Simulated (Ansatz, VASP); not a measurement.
**One calculation of CdAg, two programs**

```
Cd Ag
1.0
     3.33000    0.00000    0.00000
     0.00000    3.33000    0.00000
     0.00000    0.00000    3.26340
Cd Ag
1 1
Direct
  0.50000 0.50000 0.50000
  0.00000 0.00000 0.00000
```

Change from the starting cell: zz strain of -2 %.

Alike in both runs: task single point; functional PBEsol; k mesh 12 × 12 × 12; occupations fermi-dirac, width 0.05 eV; no spin polarisation.

|  | VASP | Ansatz |
| --- | --- | --- |
| version | VASP 6.6.1 | Ansatz 0.2.0 |
| potentials or method | VASP PAW PBE potentials, release 64 (Cd, Ag), cutoff 520 eV | all-electron LAPW, scalar-relativistic |

```tsv
	VASP	Ansatz	Ansatz less VASP
pressure (GPa)	0.6	0.2	-0.40
traceless stress, the component that is largest in VASP (GPa)	0.35	0.35	+0.002
```

VASP's potentials were made for PBE, not for PBEsol. Ansatz ran all-electron here, and VASP with PAW potentials.
